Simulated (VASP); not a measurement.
# Sc: relaxation of cell and atoms with PBE

Crystal: Sc.

```
Sc
1.0
     2.96431    0.00000    0.00000
    -1.48216    2.56717    0.00000
     0.00000    0.00000    4.59031
Sc
2
Direct
  0.33333 0.66667 0.25000
  0.66667 0.33333 0.75000
```

| Quantity | Value |
| --- | --- |
| Program | VASP 6.6.1 |
| Task | relaxation of cell and atoms |
| Functional | PBE |
| Potentials or basis | VASP PAW PBE potentials, release 64 (Sc_sv) |
| Cutoff | 600 eV |
| k mesh | 15 × 15 × 8 |
| Occupations | fermi-dirac, width 0.1 eV |
| Spin | no spin polarisation |
| Target pressure | 32 GPa |
| Dipole correction | no |
| Further INCAR settings | ALGO = Normal; EDIFF = 1e-07; IBRION = 2; EDIFFG = -0.005; NSW = 32; ISIF = 3 |

```json
{
  "Relaxed volume": "17.50 Å³/atom",
  "Relaxed cell": "a = 2.966 Å, b = 2.966 Å, c = 4.594 Å, α = 90.00°, β = 90.00°, γ = 120.00°",
  "Space group after relaxing (to 0.1 Å)": "P6_3/mmc (No. 194)",
  "Energy change on relaxing (the run minimises the enthalpy)": "-6.8 meV/atom",
  "Ionic steps": "3",
  "Pressure after relaxing": "32.0 GPa",
  "Band gap on the k mesh": "zero (bands 11 and 12 overlap by 2.54 eV)"
}
```

Step by step:
| step | energy change (eV) | largest force (eV/Å) | pressure (GPa) | volume (Å³) |
| --- | --- | --- | --- | --- |
| 1 | 0.0000 | 0.0000 | 32.26 | 34.93 |
| 2 | -0.0285 | 0.0000 | 31.70 | 35.07 |
| 3 | -0.0136 | 0.0000 | 32.00 | 35.00 |

Final structure:
```
Sc
1.0
     2.96609    0.00000    0.00000
    -1.48305    2.56871    0.00000
     0.00000    0.00000    4.59367
Sc
2
Direct
  0.33333 0.66667 0.25000
  0.66667 0.33333 0.75000
```

Levels at points of the mesh, in eV from the Fermi level:
```tsv
k point	band 9	band 10	band 11	band 12	band 13	band 14
(0.00, 0.00, 0.00)	-5.55	-2.19	1.88	1.93	1.93	2.40
(0.00, 0.00, 0.50)	-3.56	-3.56	1.22	1.22	1.80	1.80
```

Run time: 3.1 min on 1 thread of Intel Xeon 8259CL (shared host), peak memory 0.22 GiB.

Caveat: the cell is relaxed towards a set pressure, so the run minimises the enthalpy, not the energy.
